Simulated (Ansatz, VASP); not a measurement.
## One calculation of Os, two programs

File INCAR:

```
PREC = Accurate
ENCUT = 520
EDIFF = 1E-6
ISMEAR = -1
SIGMA = 0.1
LREAL = False
LASPH = True
NELM = 100
ALGO = Normal
ISIF = 2
LWAVE = False
LCHARG = False
GGA = PE
NBANDS = 10
```

KPOINTS

```
regular mesh
0
Gamma
  17 17 17
```

POSCAR

```
Os
1.0
    0.0000000000      1.7599927068      1.7599927068
    1.7599927068      0.0000000000      1.7599927068
    1.7599927068      1.7599927068      0.0000000000
Os
1
Direct
    0.0000000000      0.0000000000      0.0000000000
```

Input for Ansatz:

```yaml
crystal:
  lattice:
    - [0.0, 1.7599927068, 1.7599927068]
    - [1.7599927068, 0.0, 1.7599927068]
    - [1.7599927068, 1.7599927068, 0.0]
  atoms:
    - { symbol: Os, position: [0.0, 0.0, 0.0] }
kpoints:
  mp_grid: { grid: [17, 17, 17] }
scf:
  occupations: { method: fermi_dirac, width: 0.1 }
hamiltonian:
  xc: pbe
  pseudopotentials: { kind: paw, core: large }
output:
  forces: true
  stress: true
  eigenvalues: true
```

Change from the starting cell: volume scaled by 0.76, PAW files, core large.

Alike in both runs: task single point; functional PBE; k mesh 17 × 17 × 17; occupations fermi-dirac, width 0.1 eV; no spin polarisation.

|  | VASP | Ansatz |
| --- | --- | --- |
| version | VASP 6.6.1 | Ansatz 0.2.0 |
| potentials or method | VASP PAW PBE potentials, release 64 (Os) | PAW with other files of Ansatz's library (core large), scalar-relativistic |
| plane-wave cutoff (eV) | 520 | 420 |
| valence electrons in the cell | 8 | 16 |

|  | VASP | Ansatz | Ansatz less VASP |
| --- | --- | --- | --- |
| pressure (GPa) | 210.5 | 202.4 | -8.15 |

Both programs put the cell under a high pressure, so it lies far from rest at this level. VASP's potentials hold 8 valence electrons a cell and Ansatz's 16, so a difference there can come from the potentials and not from the codes. Ansatz's warnings: datasets by core.

Neither program's run includes spin-orbit coupling. Noted on VASP's run: the cell as given lies far from equilibrium.
